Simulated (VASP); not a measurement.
# TiO2 (I4_1/amd) in VASP: notebook

Aim: see how the results for TiO2 move with the level of theory and the settings. Levels: PBEsol, PBE, r2SCAN. Tasks: single point.

All numbers are computed with VASP 6.6.1; they aren't measurements. Logs are shortened: lines on timing, memory, paths and dates and some standing lists are left out, and cuts for length are marked.

### 1 The cell of the first run

Symmetry: I4_1/amd, No. 141, tetragonal system. The conventional cell has a = 3.769 Å, b = 3.769 Å, c = 9.555 Å, α = 90.00°, β = 90.00°, γ = 90.00°. Within 2.6 Å of Ti (site symmetry -4m2) lie 6 O at 1.93 to 1.98 Å. Within 2.6 Å of O (site symmetry 2mm) lie 3 Ti at 1.93 to 1.98 Å and 2 O at 2.46 Å.

### 2 Single point, PBEsol

Input file INCAR:

```
SYSTEM = TiO2
PREC = Accurate ; ENCUT = 520
EDIFF = 1E-6 ; ISMEAR = -1
SIGMA = 0.02 ; LREAL = .False.
LASPH = .True. ; NELM = 60
ALGO = Normal ; ISIF = 2
LWAVE = .False. ; LCHARG = .False.
GGA = PS ; NBANDS = 33
```

Input file KPOINTS:

```
regular mesh
0
Gamma
  8 8 8
  0 0 0
```

Input file POSCAR:

```
TiO2
1.0
   -1.8846926526      1.8846926526      4.7773614818
    1.8846926526     -1.8846926526      4.7773614818
    1.8846926526      1.8846926526     -4.7773614818
Ti O
2 4
Direct
    0.0000000000      0.0000000000      0.0000000000
    0.7500000000      0.2500000000      0.5000000000
    0.9574864166      0.4574864166      0.5000000000
    0.2074864166      0.2074864166      0.0000000000
    0.5425135834      0.0425135834      0.5000000000
    0.7925135834      0.7925135834      0.0000000000
```

Potentials or basis: VASP PAW PBE potentials, release 64 (Ti_sv, O).

On the command line:

```sh
> cat potpaw_PBE.64/Ti_sv/POTCAR potpaw_PBE.64/O/POTCAR > POTCAR
> mpirun -np 1 vasp_std > vasp.out
```

OUTCAR:

```text
SYSTEM = TiO2
   PREC = Accurate
   ENCUT = 520
   EDIFF = 1E-6
   ISMEAR = -1
   LREAL = .False.
   LASPH = .True.
   NELM = 60
   ISIF = 2
   GGA = PS

 ion  position               nearest neighbor table
   1  0.000  0.000  0.000-   5 1.93   3 1.93   5 1.93   3 1.93   4 1.98   6 1.98
   2  0.750  0.250  0.500-   6 1.93   4 1.93   6 1.93   4 1.93   3 1.98   5 1.98
   3  0.957  0.457  0.500-   1 1.93   1 1.93   2 1.98
   4  0.207  0.207  0.000-   2 1.93   2 1.93   1 1.98
   5  0.543  0.043  0.500-   1 1.93   1 1.93   2 1.98
   6  0.793  0.793  0.000-   2 1.93   2 1.93   1 1.98

  LATTYP: Found a body centered tetragonal cell.
 ALAT       =     3.7693853052
 C/A-ratio  =     2.5348225745

  Lattice vectors:

 A1 = (  -1.8846926526,   1.8846926526,   4.7773614818)
 A2 = (   1.8846926526,  -1.8846926526,   4.7773614818)
 A3 = (   1.8846926526,   1.8846926526,  -4.7773614818)

Analysis of symmetry for initial positions (statically):
=====================================================================
 Subroutine PRICEL returns:
 Original cell was already a primitive cell.

 Routine SETGRP: Setting up the symmetry group for a
 body centered tetragonal supercell.

 Subroutine GETGRP returns: Found 16 space group operations
 (whereof  8 operations were pure point group operations)
 out of a pool of 16 trial point group operations.

The static configuration has the point symmetry D_2d.
 The point group associated with its full space group is D_4h.

Analysis of symmetry for dynamics (positions and initial velocities):
=====================================================================
 Subroutine PRICEL returns:
 Original cell was already a primitive cell.

 Routine SETGRP: Setting up the symmetry group for a
 body centered tetragonal supercell.

 Subroutine GETGRP returns: Found 16 space group operations
 (whereof  8 operations were pure point group operations)
 out of a pool of 16 trial point group operations.

The dynamic configuration has the point symmetry D_2d.
 The point group associated with its full space group is D_4h.

 Subroutine INISYM returns: Found 16 space group operations
 (whereof  8 operations are pure point group operations),
 and found     1 'primitive' translations

----------------------------------------------------------------------------------------

                                     Primitive cell

  volume of cell :      67.8780

[... 98 lines left out ...]
   EDIFFG = 0.1E-04   stopping-criterion for IOM
   NSW    =      0    number of steps for IOM
   IBRION =     -1    ionic relax: 0-MD 1-quasi-New 2-CG
   NFREE  =      0    steps in history (QN), initial steepest desc. (CG)
   ISIF   =      2    stress and relaxation
   ISYM   =      2    0-nonsym 1-usesym 2-fastsym
   POTIM  = 0.5000    time-step for ionic-motion
   TEBEG  =    0.0;   TEEND  =   0.0 temperature during run
   PSTRESS=    0.0 pullay stress
   NELECT =      48.0000    total number of electrons
   NUPDOWN=      -1.0000    fix difference up-down
   EMIN   =  10.00;   EMAX   =-10.00  energy-range for DOS
   EFERMI =   0.00;   METHOD = LEGACY
   ISMEAR =    -1;   SIGMA  =   0.02  broadening in eV -4-tet -1-fermi 0-gaus
   EFERMI_NEDOS =   21; number of points for ismear=-14 and -15
   IALGO  =     38    algorithm
   IMIX   =      4    mixing-type and parameters
     AMIX     =   0.40;   BMIX     =  1.00
     AMIX_MAG =   1.60;   BMIX_MAG =  1.00
  volume/ion in A,a.u.               =      11.31        76.34
  Fermi-wavevector in a.u.,A,eV,Ry     =   1.458519  2.756202 28.943383  2.127279
  Thomas-Fermi vector in A             =   2.575194
   LORBIT       =      0    0 simple, 1 ext, 2 COOP (PROOUT), +10 PAW based schemes
   GGA     = PS    functional components
   LHFCALC =     F    Hartree Fock is set to
   AEXX    =    0.0000 exact exchange contribution
   IVDW    =     0    specifies the selected vdW correction
   LEPSILON=     F    determine dielectric tensor
   LRPA    =     F    only Hartree local field effects (RPA)
 non-spin polarized calculation
  energy-cutoff  :      520.00
  volume of cell :       67.88
 maximum number of plane-waves:      1845
 NGX is ok and might be reduce to    42
   NGX = 21   NGY = 21   NGZ = 21

 number of electron      47.9999993 magnetization

 Free energy of the ion-electron system (eV)
  ---------------------------------------------------
  ext. energy  EPLUGINS =         0.00000000
  ---------------------------------------------------
  free energy    TOTEN  =       -56.21750017 eV

  energy without entropy =      -56.21750017  energy(sigma->0) =      -56.21750017

 E-fermi :   3.8158     XC(G=0): -11.0348

 val. band max:        3.2779176969   @ k =  -0.3750   0.3750   0.0000
 cond. band min:       5.4039734377   @ k =   0.0000   0.0000   0.0000
 fundamental gap:      2.1260557409
 Fermi energy:         3.8157536311

 k-point     1 :       0.0000    0.0000    0.0000
  band No.  band energies     occupation
      1     -52.7905      2.00000
      2     -52.7282      2.00000
      3     -29.3828      2.00000
      4     -29.1340      2.00000
      5     -29.1340      2.00000
      6     -29.0610      2.00000
[... 853 lines left out ...]
     32      10.0169      0.00000
     33      10.6154      0.00000

 [... further k-points ...]

------------------------ aborting loop because EDIFF is reached ----------------------------------------

  FORCE on cell =-STRESS in cart. coord.  units (eV):
  Direction    XX          YY          ZZ          XY          YZ          ZX
  --------------------------------------------------------------------------------------
  -------------------------------------------------------------------------------------
  Total        0.2915896      0.2915896      0.3147712      0.0000000     -0.0000000      0.0000000
  in kB        6.8826154      6.8826154      7.4297873      0.0000000     -0.0000000      0.0000000
  external PRESSURE =       7.0650060 kB  Pullay stress =       0.0000000 kB

 VOLUME and BASIS-vectors are now :
 -----------------------------------------------------------------------------
  energy-cutoff  :      520.00
  volume of cell :       67.88
      direct lattice vectors                 reciprocal lattice vectors
    -1.884692653  1.884692653  4.777361482     0.000000000  0.265295246  0.104660282
     1.884692653 -1.884692653  4.777361482     0.265295246  0.000000000  0.104660282
     1.884692653  1.884692653 -4.777361482     0.265295246  0.265295246  0.000000000

 POSITION                                       TOTAL-FORCE (eV/Angst)
 -----------------------------------------------------------------------------------
      0.00000      0.00000      0.00000         0.000000      0.000000      0.000000
      0.00000      1.88469      2.38868         0.000000      0.000000      0.000000
      0.00000      1.88469      4.37116        -0.000000     -0.000000      0.020240
      0.00000      0.00000      1.98248        -0.000000     -0.000000      0.020240
     -0.00000      1.88469      0.40621         0.000000      0.000000     -0.020240
      0.00000      0.00000      7.57225        -0.000000     -0.000000     -0.020240
 -----------------------------------------------------------------------------------
    total drift:                               -0.000000     -0.000000      0.000000

  FREE ENERGIE OF THE ION-ELECTRON SYSTEM (eV)
  ---------------------------------------------------
  free  energy   TOTEN  =       -56.2175001712 eV

  energy  without entropy=      -56.2175001712  energy(sigma->0) =      -56.21750017
```

stdout:

```text
POSCAR found type information on POSCAR TiO
 POSCAR found :  2 types and       6 ions
 scaLAPACK will be used
 -----------------------------------------------------------------------------
|                                                                             |
|                                                                             |
|     You enforced a specific xc type in the INCAR file but a different       |
|     I HOPE YOU KNOW WHAT YOU ARE DOING!                                     |
|                                                                             |
 -----------------------------------------------------------------------------

 LDA part: xc-table for (Slater+PW92), standard interpolation
 POSCAR, INCAR and KPOINTS ok, starting setup
 FFT: planning ... GRIDC
 FFT: planning ... GRID_SOFT
 FFT: planning ... GRID
 WAVECAR not read
 entering main loop
```

It took 1.7 min on 1 thread of Intel Xeon 6975P-C (Granite Rapids), shared host; peak memory 0.31 GiB.

Results:

| Quantity | Value |
| --- | --- |
| Free energy | -56.2175 eV |
| Pressure | 0.7 GPa |
| Largest force | 0.020 eV/Å |
| Band gap on the k mesh | 2.13 eV, indirect (least direct gap 2.42 eV) |

Forces on the atoms (eV/Å):
```
Ti   0.000  0.000  0.000
Ti   0.000  0.000  0.000
O    0.000  0.000  0.020
O    0.000  0.000  0.020
O    0.000  0.000 -0.020
O    0.000  0.000 -0.020
```

Levels at points of the mesh, in eV from the valence-band top:
```csv
k point,band 20,band 21,band 22,band 23,band 24,band 25,band 26,band 27,band 28,band 29
"(0.00, 0.00, 0.00)",-0.75,-0.74,-0.74,-0.43,-0.43,2.13,2.88,4.08,4.08,4.10
"(0.50, 0.00, 0.00)",-1.97,-1.95,-0.93,-0.80,-0.61,3.28,3.61,3.62,3.70,4.37
"(0.50, 0.50, 0.00)",-2.64,-2.06,-2.06,-0.01,-0.01,3.37,3.37,3.86,3.86,4.99
"(0.50, 0.50, 0.50)",-1.34,-1.23,-1.23,-0.07,-0.07,2.49,2.49,3.83,3.83,4.35
```

Caveat: the PAW data sets were made with another functional, which shifts forces and pressure a little.

### 3 Single point, PBE

This run uses another cell than the first one, of 11.66 Å³/atom, 1.031 times its volume.

Input file INCAR:

```
SYSTEM = TiO2
PREC = Accurate
ENCUT = 520
EDIFF = 1E-7
ISMEAR = -1
SIGMA = 0.02
LREAL = .FALSE.
LASPH = .TRUE.
NELM = 80
ALGO = Normal
ISIF = 2
LWAVE = .FALSE.
LCHARG = .FALSE.
GGA = PE
NBANDS = 33
```

Input file KPOINTS:

```
Automatic mesh
0
G
  8 8 8
  0 0 0
```

Input file POSCAR:

```
TiO2
1.0
   -1.8996053946      1.8996053946      4.8488433954
    1.8996053946     -1.8996053946      4.8488433954
    1.8996053946      1.8996053946     -4.8488433954
Ti O
2 4
Direct
    0.0000000000      0.0000000000      0.0000000000
    0.7500000000      0.2500000000      0.5000000000
    0.9564830881      0.4564830881      0.5000000000
    0.2064830881      0.2064830881      0.0000000000
    0.5435169119      0.0435169119      0.5000000000
    0.7935169119      0.7935169119      0.0000000000
```

Potentials or basis: VASP PAW PBE potentials, release 64 (Ti_sv, O).

On the command line:

```sh
> cat potpaw_PBE.64/Ti_sv/POTCAR potpaw_PBE.64/O/POTCAR > POTCAR
> mpirun -np 1 vasp_std > vasp.out
```

It took 2.3 min on 1 thread of Intel Xeon 6975P-C (Granite Rapids), shared host; peak memory 0.31 GiB.

The run converged. Its results:

```yaml
Free_energy: -53.8648 eV
Pressure: 0.7 GPa
Largest_force: 0.019 eV/Å
Band_gap_on_the_k_mesh: 2.14 eV, indirect (least direct gap 2.41 eV)
```

Forces on the atoms (eV/Å):
```
Ti   0.000  0.000  0.000
Ti   0.000  0.000  0.000
O    0.000  0.000  0.019
O    0.000  0.000  0.019
O    0.000  0.000 -0.019
O    0.000  0.000 -0.019
```

Stress tensor (GPa, compression positive):
```
0.65 0.00 0.00
0.00 0.65 0.00
0.00 0.00 0.75
```

Levels at points of the mesh, in eV from the valence-band top:
| k point | band 22 | band 23 | band 24 | band 25 | band 26 | band 27 |
| --- | --- | --- | --- | --- | --- | --- |
| (0.00, 0.00, 0.00) | -0.76 | -0.39 | -0.39 | 2.14 | 2.80 | 3.99 |
| (0.50, 0.00, 0.00) | -0.85 | -0.82 | -0.61 | 3.21 | 3.48 | 3.54 |
| (0.50, 0.50, 0.00) | -1.95 | -0.02 | -0.02 | 3.24 | 3.24 | 3.71 |
| (0.50, 0.50, 0.50) | -1.21 | -0.07 | -0.07 | 2.46 | 2.46 | 3.72 |

[end of part 1 of 2]
